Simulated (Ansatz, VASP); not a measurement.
# SnO2: VASP beside Ansatz

Contents of INCAR:

```
  PREC = Accurate
  ENCUT = 520
  EDIFF = 1E-6
  ISMEAR = 0
  SIGMA = 0.15
  LREAL = F
  LASPH = T
  NELM = 100
  ALGO = Normal
  ISIF = 2
  LWAVE = F
  LCHARG = T
  GGA = PE
  LELF = T
  LVHAR = T
  NBANDS = 20
```

File KPOINTS:

```
Automatic mesh
0
Gamma
  18 18 18
```

POSCAR

```
SnO2
1.0
    0.0000000000      2.5716524213      2.5716524213
    2.5716524213      0.0000000000      2.5716524213
    2.5716524213      2.5716524213      0.0000000000
Sn O
1 2
Direct
    0.0000000000      0.0000000000      0.0000000000
    0.2500000000      0.2500000000      0.2500000000
    0.7500000000      0.7500000000      0.7500000000
```

Input for Ansatz:

```yaml
crystal:
  lattice:
    - [0.0, 2.5716524213, 2.5716524213]
    - [2.5716524213, 0.0, 2.5716524213]
    - [2.5716524213, 2.5716524213, 0.0]
  atoms:
    - { symbol: Sn, position: [0.0, 0.0, 0.0] }
    - { symbol: O, position: [0.25, 0.25, 0.25] }
    - { symbol: O, position: [0.75, 0.75, 0.75] }
basis:
  ecutwfc: 420
kpoints:
  mp_grid: { grid: [18, 18, 18] }
hamiltonian:
  xc: pbe
scf:
  occupations: { method: gaussian, width: 0.15 }
output:
  forces: true
  stress: true
  eigenvalues: true
  write_density: true
  write_potential: true
  elf: true
  volumetric_format: npy
```

Alike in both runs: task single point; functional PBE; k mesh 18 × 18 × 18; occupations gaussian, width 0.15 eV; no spin polarisation.

|  | VASP | Ansatz |
| --- | --- | --- |
| version | VASP 6.6.1 | Ansatz 0.2.0 |
| potentials or method | VASP PAW PBE potentials, release 64 (Sn_d, O), cutoff 520 eV | scalar-relativistic, plane waves, PAW |
| valence electrons in the cell | 26 | 26 |

```csv
,VASP,Ansatz,Ansatz less VASP
gap on the k mesh at the Fermi level (eV),none,none,-
pressure (GPa),0.6,0.0,-0.57
```

A gap of «none» marks a metal or a gap that the smearing closes.
